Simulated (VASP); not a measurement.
A run of VASP 6.6.1 is set up as follows.

File INCAR:

```
ALGO = Normal
EDIFF = 1E-6
ENCUT = 520
ISIF = 2
ISMEAR = 0
LASPH = T
LCHARG = F
LREAL = F
LWAVE = F
NBANDS = 10
NELM = 80
PREC = Accurate
SIGMA = 0.05
```

KPOINTS

```
k-points
0
Gamma
  12 12 12
```

File POSCAR:

```
Re
1.0
    0.0000000000      1.9750000000      1.9750000000
    1.9750000000      0.0000000000      1.9750000000
    1.9750000000      1.9750000000      0.0000000000
Re
1
Direct
    0.0000000000      0.0000000000      0.0000000000
```

Potentials or basis: VASP PAW LDA potentials, release 64 (Re).

The run is started by

```console
$ cat potpaw_LDA.64/Re/POTCAR > POTCAR
$ mpirun -np 1 vasp_std > vasp.out
```

Problem. Predict the pressure.

Solution. -23.1 GPa.
